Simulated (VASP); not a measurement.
**Cl: single point with r2SCAN**

The system is Cl.

```
Cl
1.0
    -2.88615    0.00000    1.89173
     0.00000   -7.83834    0.00000
     2.88615    0.00000    1.89173
Cl
4
Direct
  0.13521 0.88925 0.13521
  0.63521 0.61075 0.63521
  0.86479 0.11075 0.86479
  0.36479 0.38925 0.36479
```

| Item | Value |
| --- | --- |
| Program | VASP 6.6.1 |
| Task | single point |
| Functional | r2SCAN |
| Potentials or basis | VASP PAW PBE potentials, release 64 (Cl) |
| Cutoff | 520 eV |
| k mesh | 8 × 4 × 8 |
| Occupations | fermi-dirac, width 0.1 eV |
| Spin | no spin polarisation |

```
Pressure               : 4.4 GPa
Largest force          : 0.186 eV/Å
Band gap on the k mesh : 2.53 eV (least direct gap 2.57 eV)
```

Forces in eV/Å, atoms in the order of the input:
```
Cl   0.000 -0.160 -0.094
Cl   0.000  0.160 -0.094
Cl   0.000  0.160  0.094
Cl   0.000 -0.160  0.094
```

Stress tensor (GPa, compression positive):
```
4.86 0.00 0.00
0.00 3.86 0.00
0.00 0.00 4.53
```

Levels at points of the mesh, in eV from the valence-band top:
| k point | band 10 | band 11 | band 12 | band 13 | band 14 | band 15 | band 16 | band 17 | band 18 | band 19 |
| --- | --- | --- | --- | --- | --- | --- | --- | --- | --- | --- |
| (0.00, 0.00, 0.00) | -2.01 | -1.26 | -0.67 | -0.07 | 0.00 | 2.57 | 3.63 | 8.03 | 8.47 | 8.53 |
| (0.50, 0.00, 0.00) | -2.67 | -1.47 | -1.47 | -0.42 | -0.42 | 3.42 | 3.42 | 8.47 | 8.47 | 11.31 |
| (0.00, 0.50, 0.00) | -2.07 | -1.20 | -1.20 | -0.03 | -0.03 | 3.01 | 3.01 | 8.60 | 8.60 | 9.92 |
| (0.50, 0.50, 0.00) | -2.74 | -1.00 | -1.00 | -0.03 | -0.03 | 2.89 | 2.89 | 8.91 | 8.91 | 10.27 |
| (0.50, 0.00, 0.50) | -2.97 | -2.41 | -1.65 | -0.83 | -0.48 | 2.53 | 3.20 | 8.24 | 8.68 | 9.12 |
| (0.50, 0.50, 0.50) | -2.90 | -1.45 | -1.45 | -1.37 | -1.37 | 2.74 | 2.74 | 9.31 | 9.31 | 10.48 |

Wall time 8.8 min on 1 thread of Intel Xeon 8259CL (shared host), peak memory 0.26 GiB.

Caveat: the cell stands under pressure; the PAW data sets were made with another functional, which shifts forces and pressure a little. A k mesh can miss the band edges.
